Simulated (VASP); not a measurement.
**MgAl4CrO8: single point with PBEsol+U**

The system is MgAl4CrO8.

```xyz
14
Lattice="0.0000 4.0403 4.0403 4.0403 0.0000 4.0403 4.0403 4.0403 0.0000" Properties=species:S:1:pos:R:3 pbc="T T T"
Cr    4.0485    4.0381    0.0121
Mg    2.0286    2.0191    2.0317
Al    5.0540    5.0437    5.0607
Al    5.0538    3.0335    3.0427
Al    3.0435    3.0337    5.0606
Al    3.0434    5.0437    3.0424
O     3.1524    3.1425    3.1416
O     6.9354    5.1923    5.1606
O     4.9452    4.9348    3.1413
O     5.2021    6.9258    5.1605
O     3.1521    4.9350    4.9618
O     6.9355    6.9258    6.9833
O     4.9451    3.1424    4.9616
O     5.2024    5.1924    6.9830
```

```yaml
Program: VASP 6.6.1
Task: single point
Functional: PBEsol
Potentials_or_basis: VASP PAW PBE potentials, release 64 (Cr_pv, Mg, Al, O)
Cutoff: 600 eV
k_mesh: 4 × 4 × 4
Occupations: gaussian, width 0.05 eV
Spin: no spin polarisation
Hubbard_terms: Cr d U = 3.0 eV
```

```json
{
 "Pressure": "4.3 GPa",
 "Largest force": "0.656 eV/Å",
 "Band gap on the k mesh": "1.43 eV (least direct gap 1.78 eV)"
}
```

Forces in eV/Å, atoms in the order of the input:
```
Cr   0.003  0.014 -0.012
Mg   0.000 -0.007 -0.002
Al  -0.001  0.008  0.014
Al   0.006 -0.004 -0.015
Al  -0.005 -0.004  0.018
Al  -0.001  0.010 -0.009
O   -0.039 -0.040 -0.049
O    0.449 -0.448  0.109
O    0.035  0.043 -0.046
O   -0.443  0.438  0.114
O   -0.034  0.042  0.048
O    0.450  0.444 -0.114
O    0.037 -0.038  0.051
O   -0.458 -0.458 -0.105
```

Stress tensor (GPa, compression positive):
```
 5.40 -0.01  0.02
-0.01  5.41  0.00
 0.02  0.00  2.03
```

Levels at points of the mesh, in eV from the valence-band top:
```
           k point  band 34  band 35  band 36  band 37  band 38  band 39  band 40  band 41
(0.00, 0.00, 0.00)    -4.10    -4.05    -0.41    -0.35     1.43     1.98     1.98     2.11
(0.50, 0.00, 0.00)    -4.14    -4.09    -0.22    -0.21     1.82     2.24     2.27     3.72
(0.00, 0.50, 0.00)    -4.14    -4.09    -0.23    -0.21     1.82     2.24     2.27     3.72
(0.00, 0.00, 0.50)    -4.14    -4.09    -0.22    -0.21     1.82     2.24     2.27     3.72
(0.50, 0.50, 0.50)    -4.14    -4.09    -0.23    -0.21     1.82     2.24     2.27     3.72
(0.50, 0.50, 0.00)    -4.19    -4.19    -0.31     0.00     1.98     2.20     2.20     4.42
(0.00, 0.50, 0.50)    -4.15    -4.14    -0.34     0.00     1.97     2.15     2.26     4.34
(0.50, 0.00, 0.50)    -4.15    -4.14    -0.34     0.00     1.97     2.15     2.26     4.34
```

Eigenvalues of the final occupation matrices:
```csv
site,spin,trace,eigenvalues
site 1 d,1,2.17,0.11 0.11 0.12 0.91 0.91
site 1 d,2,2.17,0.11 0.11 0.12 0.91 0.91
```

Wall time 6.8 min on 1 thread of Intel Xeon 8259CL, on a shared host, peak memory 0.49 GiB.

Caveat: the cell stands under pressure; the PAW data sets were made with another functional, which shifts forces and pressure a little; the run has no spin polarisation, though such a crystal can be magnetic. Spin polarisation is off, so any magnetic state and its effect on volume and gap are missing.
